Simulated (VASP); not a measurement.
**HF: relaxation of the atoms with PBE+D3(BJ)**

The system is HF.

```
CELL_PARAMETERS angstrom
5.88676 0.00000 0.00000
0.00000 5.88676 0.00000
0.00000 0.00000 5.88676
ATOMIC_POSITIONS crystal
F 0.24640 0.46934 0.80916
F 0.83072 0.78192 0.71399
F 0.59299 0.13572 0.95697
F 0.63254 0.62833 0.27570
F 0.39287 0.13161 0.31750
F 0.32515 0.84563 0.65380
H 0.29497 0.59483 0.89320
H 0.77583 0.77443 0.56534
H 0.63282 0.27410 0.89040
H 0.68370 0.50355 0.19216
H 0.46780 0.24618 0.23733
H 0.21196 0.89206 0.75479
```

- Program: VASP 6.6.1
- Task: relaxation of the atoms
- Functional: PBE
- Dispersion: D3(BJ)
- Potentials or basis: VASP PAW PBE potentials, release 64 (F, H)
- Cutoff: 520 eV
- k mesh: 1 × 1 × 1
- Occupations: fermi-dirac, width 0.02 eV
- Spin: no spin polarisation
- Dipole correction: no
- Further INCAR settings: ALGO = Normal; EDIFF = 1e-07; IBRION = 2; EDIFFG = -0.3; NSW = 35

```yaml
Energy_gained_by_relaxing: 113.5 meV/atom
Ionic_steps: 26
Pressure_after_relaxing: -0.7 GPa
Largest_force_after_relaxing: 0.290 eV/Å
Dispersion_energy_per_atom: -0.018 eV
```

Forces in eV/Å, atoms in the order of the input:
```
F    0.177  0.087 -0.080
F   -0.107  0.070 -0.213
F    0.064  0.079  0.192
F    0.121  0.087  0.126
F    0.031 -0.033 -0.018
F    0.261  0.010  0.125
H   -0.235 -0.039  0.050
H    0.103 -0.164 -0.023
H   -0.191  0.008  0.023
H   -0.034 -0.016 -0.057
H    0.028  0.029 -0.023
H   -0.217 -0.116 -0.101
```

Stress tensor (GPa, compression positive):
```
-0.27 -0.14  0.11
-0.14 -0.67 -0.23
 0.11 -0.23 -1.07
```

Step by step:
```
step  energy change (eV)  largest force (eV/Å)  pressure (GPa)
   1              0.0000                1.0641            1.40
   2             -0.0163                1.9900           -1.26
   3             -0.0574                1.0039           -0.07
   4             -0.1322                0.9757           -0.12
   5             -0.3250                1.1553           -0.46
   6             -0.5097                2.3566           -1.89
   7             -0.6109                1.9305           -1.45
   8             -0.7997                0.7621           -0.27
   9             -0.8488                4.0357            1.25
  10             -0.9389                2.7783            0.66
  11             -1.0254                1.0956           -0.95
  12             -1.0258                1.0284           -0.82
  13             -1.0438                0.7931           -0.66
  14             -1.0577                0.7362           -0.30
  15             -1.0701                0.7183           -0.29
  16             -1.1052                0.6582           -0.25
  17             -1.1668                0.7025           -0.24
  18             -1.2429                1.1518           -0.42
  19             -1.2471                1.7118           -0.56
  20             -1.2556                1.6962           -0.61
  21             -1.2780                1.6656           -0.77
  22             -1.3071                1.6769           -1.12
  23             -1.2973                1.9760           -1.89
  24             -1.3147                1.7493           -1.40
  25             -1.3358                1.3442           -1.23
  26             -1.3624                0.2897           -0.67
```

Final structure:
```xyz
12
Lattice="5.8868 0.0000 0.0000 0.0000 5.8868 0.0000 0.0000 0.0000 5.8868" Properties=species:S:1:pos:R:3 pbc="T T T"
F     1.5032    2.5431    5.2451
F     5.0054    4.5192    4.1222
F     3.9392    1.2092    5.6970
F     3.7644    3.6678    1.6902
F     2.1748    1.0428    2.1356
F     1.8748    4.9537    4.2419
H     1.6814    3.4107    4.8775
H     4.4639    4.4753    3.3425
H     3.5505    1.4484    4.8711
H     4.2723    3.0860    1.1466
H     2.5059    1.1216    1.2529
H     1.1013    5.4776    4.1172
```

Levels at points of the mesh, in eV from the Fermi level:
```
           k point  band 20  band 21  band 22  band 23  band 24  band 25  band 26  band 27  band 28  band 29
(0.00, 0.00, 0.00)    -0.87    -0.69    -0.61    -0.54    -0.49     6.02     9.32     9.58    10.31    10.76
```

It took 11 min on 1 thread of Intel Xeon 8259CL, with other jobs on the host, peak memory 0.32 GiB.

Caveat: the k points lie up to 1.07 Å⁻¹ apart; the relaxation stopped at a loose force limit of 0.3 eV/Å, so its end isn't a converged minimum.
